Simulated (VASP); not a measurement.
# Be (P6_3/mmc) in VASP: further runs

The runs below take Be through single point, with PBEsol+D3(BJ), PBE.

Program: VASP 6.6.1. These are calculated values, not measurements. Logs are shortened: lines on timing, memory, paths and dates and some standing lists are left out, and cuts for length are marked.

### 1 The cell of the first run

The structure is hexagonal, space group P6_3/mmc (No. 194). The conventional cell has a = 2.225 Å, b = 2.225 Å, c = 3.495 Å, α = 90.00°, β = 90.00°, γ = 120.00°. Be (site symmetry -6m2) has 12 Be at 2.17 to 2.22 Å within 2.9 Å.

### 2 Single point, PBEsol+D3(BJ)

INCAR

```
  PREC = Accurate
  ENCUT = 520
  EDIFF = 1E-6
  ISMEAR = -1
  SIGMA = 0.05
  LREAL = F
  LASPH = T
  NELM = 80
  ALGO = Fast
  ISIF = 2
  LWAVE = F
  LCHARG = F
  GGA = PS
  IVDW = 12
  NBANDS = 9
```

KPOINTS

```
Automatic mesh
0
Gamma
  13 13 8
```

POSCAR

```
Be
1.0
    2.2249814127      0.0000000000      0.0000000000
   -1.1124907064      1.9268904264      0.0000000000
    0.0000000000      0.0000000000      3.4948994320
Be
2
Direct
    0.6666666667      0.3333333333      0.7500000000
    0.3333333333      0.6666666667      0.2500000000
```

Potentials or basis: VASP PAW PBE potentials, release 64 (Be).

Run with:

```sh
$ cat potpaw_PBE.64/Be/POTCAR > POTCAR
$ mpirun -np 1 vasp_std > vasp.out
```

OUTCAR:

```text
PREC = Accurate
   ENCUT = 520
   EDIFF = 1E-6
   ISMEAR = -1
   LREAL = F
   LASPH = T
   NELM = 80
   ISIF = 2
   GGA = PS
   IVDW = 12
 IVDW          = 12

 ion  position               nearest neighbor table
   1  0.667  0.333  0.750-   2 2.17   2 2.17   2 2.17   2 2.17   2 2.17   2 2.17
   2  0.333  0.667  0.250-   1 2.17   1 2.17   1 2.17   1 2.17   1 2.17   1 2.17

  LATTYP: Found a hexagonal cell.
 ALAT       =     2.2249814127
 C/A-ratio  =     1.5707544396

  Lattice vectors:

 A1 = (   2.2249814127,   0.0000000000,   0.0000000000)
 A2 = (  -1.1124907064,   1.9268904264,   0.0000000000)
 A3 = (   0.0000000000,   0.0000000000,   3.4948994320)

Analysis of symmetry for initial positions (statically):
=====================================================================
 Subroutine PRICEL returns:
 Original cell was already a primitive cell.

 Routine SETGRP: Setting up the symmetry group for a
 hexagonal supercell.

 Subroutine GETGRP returns: Found 24 space group operations
 (whereof 12 operations were pure point group operations)
 out of a pool of 24 trial point group operations.

The static configuration has the point symmetry D_3d.
 The point group associated with its full space group is D_6h.

Analysis of symmetry for dynamics (positions and initial velocities):
=====================================================================
 Subroutine PRICEL returns:
 Original cell was already a primitive cell.

 Routine SETGRP: Setting up the symmetry group for a
 hexagonal supercell.

 Subroutine GETGRP returns: Found 24 space group operations
 (whereof 12 operations were pure point group operations)
 out of a pool of 24 trial point group operations.

The dynamic configuration has the point symmetry D_3d.
 The point group associated with its full space group is D_6h.

 Subroutine INISYM returns: Found 24 space group operations
 (whereof 12 operations are pure point group operations),
 and found     1 'primitive' translations

----------------------------------------------------------------------------------------

                                     Primitive cell

  volume of cell :      14.9837

  direct lattice vectors                    reciprocal lattice vectors
     2.224981413  0.000000000  0.000000000     0.449441957  0.259485435  0.000000000
    -1.112490706  1.926890426  0.000000000     0.000000000  0.518970869  0.000000000
     0.000000000  0.000000000  3.494899432     0.000000000  0.000000000  0.286131266

  length of vectors
     2.224981413  2.224981413  3.494899432     0.518970870  0.518970869  0.286131266

  position of ions in fractional coordinates (direct lattice)
     0.666666667  0.333333333  0.750000000
[... 87 lines left out ...]
   TEBEG  =    0.0;   TEEND  =   0.0 temperature during run
   PSTRESS=    0.0 pullay stress
   NELECT =       4.0000    total number of electrons
   NUPDOWN=      -1.0000    fix difference up-down
   EMIN   =  10.00;   EMAX   =-10.00  energy-range for DOS
   EFERMI =   0.00;   METHOD = LEGACY
   ISMEAR =    -1;   SIGMA  =   0.05  broadening in eV -4-tet -1-fermi 0-gaus
   EFERMI_NEDOS =   21; number of points for ismear=-14 and -15
   IALGO  =     68    algorithm
   IMIX   =      4    mixing-type and parameters
     AMIX     =   0.40;   BMIX     =  1.00
     AMIX_MAG =   1.60;   BMIX_MAG =  1.00
  volume/ion in A,a.u.               =       7.49        50.56
  Fermi-wavevector in a.u.,A,eV,Ry     =   1.054117  1.991992 15.118284  1.111163
  Thomas-Fermi vector in A             =   2.189265
   LORBIT       =      0    0 simple, 1 ext, 2 COOP (PROOUT), +10 PAW based schemes
   GGA     = PS    functional components
   LHFCALC =     F    Hartree Fock is set to
   AEXX    =    0.0000 exact exchange contribution
   IVDW    =    12    specifies the selected vdW correction
   LEPSILON=     F    determine dielectric tensor
   LRPA    =     F    only Hartree local field effects (RPA)
 non-spin polarized calculation
 RMM-DIIS sequential band-by-band and
  energy-cutoff  :      520.00
  volume of cell :       14.98
 maximum number of plane-waves:       420
 NGX is ok and might be reduce to    18
   NGX =  9   NGY =  9   NGZ = 13

 number of electron       4.0000000 magnetization

 Free energy of the ion-electron system (eV)
  ---------------------------------------------------
  ext. energy  EPLUGINS =         0.00000000
  ---------------------------------------------------
  free energy    TOTEN  =        -7.97886294 eV

  energy without entropy =       -7.97795277  energy(sigma->0) =       -7.97840786

 E-fermi :   7.2692     XC(G=0): -10.7859

 val. band max:        7.1736337827   @ k =   0.2308   0.1538   0.0000
 cond. band min:       7.3640209965   @ k =   0.3077   0.1538   0.0000
 fundamental gap:      0.1903872138
 Fermi energy:         7.2692414702

 k-point     1 :       0.0000    0.0000    0.0000
  band No.  band energies     occupation
      1      -4.1760      2.00000
      2       2.8305      2.00000
      3       8.8215      0.00000
      4      24.0912      0.00000
      5      24.0912      0.00000
      6      27.0598      0.00000
      7      27.0598      0.00000
      8      29.3772      0.00000
      9      35.4390      0.00000
[... 265 lines left out ...]
 k-point    24 :       0.1538    0.0000    0.1250
  band No.  band energies     occupation
      1      -3.3463      2.00000
      2       2.9342      2.00000
      3      10.0916      0.00000
      4      19.8438      0.00000
      5      21.5243      0.00000
      6      26.2995      0.00000
      7      27.0983      0.00000
      8      27.2615      0.00000
      9      30.3113      0.00000

 [... further k-points ...]

------------------------ aborting loop because EDIFF is reached ----------------------------------------

 Edisp (eV)   -0.57174

 E8    (eV) :    -0.3199

  FORCE on cell =-STRESS in cart. coord.  units (eV):
  Direction    XX          YY          ZZ          XY          YZ          ZX
  --------------------------------------------------------------------------------------
  -------------------------------------------------------------------------------------
  Total       0.03619     0.03619     0.04337    -0.00000     0.00000    -0.00000
  in kB       3.86985     3.86985     4.63798    -0.00000     0.00000    -0.00000
  external pressure =        4.13 kB  Pullay stress =        0.00 kB

 VOLUME and BASIS-vectors are now :
 -----------------------------------------------------------------------------
  energy-cutoff  :      520.00
  volume of cell :       14.98
      direct lattice vectors                 reciprocal lattice vectors
     2.224981413  0.000000000  0.000000000     0.449441957  0.259485435  0.000000000
    -1.112490706  1.926890426  0.000000000     0.000000000  0.518970869  0.000000000
     0.000000000  0.000000000  3.494899432     0.000000000  0.000000000  0.286131266

 POSITION                                       TOTAL-FORCE (eV/Angst)
 -----------------------------------------------------------------------------------
      1.11249      0.64230      2.62117        -0.000000      0.000000      0.000000
     -0.00000      1.28459      0.87372         0.000000     -0.000000      0.000000
 -----------------------------------------------------------------------------------
    total drift:                                0.000000     -0.000000      0.000000

  FREE ENERGIE OF THE ION-ELECTRON SYSTEM (eV)
  ---------------------------------------------------
  free  energy   TOTEN  =        -8.5505988195 eV

  energy  without entropy=       -8.5496886413  energy(sigma->0) =       -8.55014373
```

stdout:

```text
POSCAR found type information on POSCAR Be
 POSCAR found :  1 types and       2 ions
 scaLAPACK will be used
 -----------------------------------------------------------------------------
|                                                                             |
|                                                                             |
|     You enforced a specific xc type in the INCAR file but a different       |
|     I HOPE YOU KNOW WHAT YOU ARE DOING!                                     |
|                                                                             |
 -----------------------------------------------------------------------------

 LDA part: xc-table for (Slater+PW92), standard interpolation
 POSCAR, INCAR and KPOINTS ok, starting setup
 FFT: planning ... GRIDC
 FFT: planning ... GRID_SOFT
 FFT: planning ... GRID
 WAVECAR not read
 entering main loop
```

Run time: 15 s. Hardware: 1 thread of Intel Xeon Platinum 8259CL at 2.50GHz (Skylake/Cascade Lake), shared host; peak memory 0.14 GiB.

Results:

| Quantity | Value |
| --- | --- |
| Free energy | -8.5506 eV |
| Pressure | 0.4 GPa |
| Band gap on the k mesh | zero (band 2 reaches 8.57 eV, above the bottom of band 3 at 6.92 eV) |
| Dispersion energy per atom | -0.286 eV |

Caveat: the PAW data sets were made with another functional, which shifts forces and pressure a little; pairwise dispersion overbinds metals, which lowers pressure and volume.

### 3 Single point, PBEsol+D3(BJ)

This run uses another cell than the first one, of 7.58 Å³/atom, 1.012 times its volume.

INCAR

```
ALGO = Fast
EDIFF = 1E-6
ENCUT = 520
GGA = PS
ISIF = 2
ISMEAR = -1
IVDW = 12
LASPH = True
LCHARG = False
LREAL = False
LWAVE = False
NBANDS = 9
NELM = 80
PREC = Accurate
SIGMA = 0.05
```

KPOINTS

```
k-points
0
Gamma
  13 13 8
```

POSCAR

```
Be
1.0
    2.2343218189      0.0000000000      0.0000000000
   -1.1171609095      1.9349794554      0.0000000000
    0.0000000000      0.0000000000      3.5075070964
Be
2
Direct
    0.6666666667      0.3333333333      0.7500000000
    0.3333333333      0.6666666667      0.2500000000
```

Potentials or basis: VASP PAW PBE potentials, release 64 (Be).

Run with:

```sh
$ cat potpaw_PBE.64/Be/POTCAR > POTCAR
$ mpirun -np 1 vasp_std > vasp.out
```

Wall time 21 s (1 thread of Intel Xeon Platinum 8259CL at 2.50GHz (Skylake/Cascade Lake), shared host); peak memory 0.14 GiB.

The run converged. Its results:

- Free energy: -8.5502 eV
- Pressure: -1.1 GPa
- Band gap on the k mesh: zero (band 2 reaches 8.47 eV, above the bottom of band 3 at 6.82 eV)
- Dispersion energy per atom: -0.282 eV

Stress tensor (GPa, compression positive):
```
-1.17  0.00  0.00
 0.00 -1.17  0.00
 0.00  0.00 -1.09
```

Levels at points of the mesh, in eV from the Fermi level:
```csv
k point,band 1,band 2,band 3,band 4,band 5,band 6,band 7
"(0.00, 0.00, 0.00)",-11.38,-4.39,1.51,16.65,16.65,19.60,19.60
"(0.00, 0.00, 0.50)",-9.19,-9.19,11.34,11.34,18.37,18.37,18.37
```

Caveat: three body term missing; the PAW data sets were made with another functional, which shifts forces and pressure a little; pairwise dispersion overbinds metals, which lowers pressure and volume.

### 4 Single point, PBEsol+D3(BJ)

This run uses another cell than the first one, of 8.11 Å³/atom, 1.082 times its volume.

INCAR

```
SYSTEM = Be
PREC     = Accurate       ! precision mode
ENCUT    = 520            ! plane-wave cutoff, eV
EDIFF    = 1E-7           ! SCF threshold, eV
ISMEAR   = -1             ! smearing method
SIGMA    = 0.05           ! smearing width, eV
LREAL    = .False.        ! projectors in reciprocal space
LASPH    = .True.         ! aspherical terms in the spheres
NELM     = 100            ! most SCF steps
ALGO     = Normal         ! electronic algorithm
ISIF     = 2              ! what is computed and relaxed
LWAVE    = .False.        ! write WAVECAR
LCHARG   = .False.        ! write CHGCAR
GGA      = PS             ! functional
IVDW     = 12             ! dispersion correction
NBANDS   = 9              ! bands
```

KPOINTS

```
regular mesh
0
Gamma
  13 13 8
  0 0 0
```

POSCAR

```
Be
1.0
    2.2853000000      0.0000000000      0.0000000000
   -1.1426500000      1.9791278553      0.0000000000
    0.0000000000      0.0000000000      3.5842000000
Be
2
Direct
    0.6666666667      0.3333333333      0.7500000000
    0.3333333333      0.6666666667      0.2500000000
```

Run with:

```sh
$ cat potpaw_PBE.64/Be/POTCAR > POTCAR
$ mpirun -np 1 vasp_std > vasp.out
```

Wall time 14 s (1 thread of Intel Xeon Platinum 8259CL at 2.50GHz (Skylake/Cascade Lake), shared host); peak memory 0.14 GiB.

Results (log left out):

* Free energy: -8.5166 eV
* Pressure: -8.8 GPa
* Band gap on the k mesh: zero (band 2 reaches 7.89 eV, above the bottom of band 3 at 6.28 eV)
* Dispersion energy per atom: -0.264 eV

Stress tensor (GPa, compression positive):
```
-8.50  0.00  0.00
 0.00 -8.50  0.00
 0.00  0.00 -9.29
```

Levels at points of the mesh, in eV from the Fermi level:
| k point | band 1 | band 2 | band 3 | band 4 | band 5 | band 6 |
| --- | --- | --- | --- | --- | --- | --- |
| (0.00, 0.00, 0.00) | -11.05 | -4.17 | 1.27 | 15.77 | 15.77 | 18.58 |
| (0.00, 0.00, 0.50) | -8.90 | -8.90 | 10.78 | 10.78 | 17.40 | 17.40 |

Caveat: three body term missing; the PAW data sets were made with another functional, which shifts forces and pressure a little; pairwise dispersion overbinds metals, which lowers pressure and volume.

### 5 Single point, PBE

This run uses another cell than the first one, of 8.11 Å³/atom, 1.082 times its volume.

INCAR

```
SYSTEM = Be
PREC = Accurate
ENCUT = 520
EDIFF = 1E-7
ISMEAR = -1
SIGMA = 0.05
LREAL = .False.
LASPH = .True.
NELM = 60
ALGO = Fast
ISIF = 2
LWAVE = .False.
LCHARG = .False.
GGA = PE
NBANDS = 9
```

KPOINTS is that of step 4.

POSCAR is that of step 4.

Run with:

```sh
$ cat potpaw_PBE.64/Be/POTCAR > POTCAR
$ mpirun -np 1 vasp_std > vasp.out
```

Wall time 11 s (1 thread of Intel Xeon 6975P-C, shared host); peak memory 0.13 GiB.

It converged, with:

- Free energy: -7.5285 eV
- Pressure: -2.7 GPa
- Band gap on the k mesh: zero (band 2 reaches 7.91 eV, above the bottom of band 3 at 6.29 eV)

Stress tensor (GPa, compression positive):
```
-2.32  0.00  0.00
 0.00 -2.32  0.00
 0.00  0.00 -3.37
```

Levels at points of the mesh, in eV from the Fermi level:
```
           k point  band 1  band 2  band 3  band 4  band 5  band 6
(0.00, 0.00, 0.00)  -11.07   -4.17    1.25   15.75   15.75   18.57
(0.00, 0.00, 0.50)   -8.91   -8.91   10.77   10.77   17.39   17.39
```

### 6 Summary

```tsv
level	cell	gap on the mesh (eV)	pressure (GPa)
PBEsol+D3(BJ)	a = 2.225, b = 2.225, c = 3.495 Å, angles 90.0, 90.0, 120.0°, 2 atoms	none	0.4
PBEsol+D3(BJ)	a = 2.234, b = 2.234, c = 3.508 Å, angles 90.0, 90.0, 120.0°, 2 atoms	none	-1.1
PBEsol+D3(BJ)	a = 2.285, b = 2.285, c = 3.584 Å, angles 90.0, 90.0, 120.0°, 2 atoms	none	-8.8
PBE	a = 2.285, b = 2.285, c = 3.584 Å, angles 90.0, 90.0, 120.0°, 2 atoms	none	-2.7
```

Alike in all rows: task single point; potentials or basis VASP PAW PBE potentials, release 64 (Be); no spin polarisation; k mesh 13 × 13 × 8; cutoff (eV) 520; smearing fermi-dirac 0.05 eV.

Caveats: the PAW data sets were made with another functional, which shifts forces and pressure a little (some runs); pairwise dispersion overbinds metals, which lowers pressure and volume (some runs); three body term missing (some runs).

Absolute energies hang on the potentials; compare differences alone.
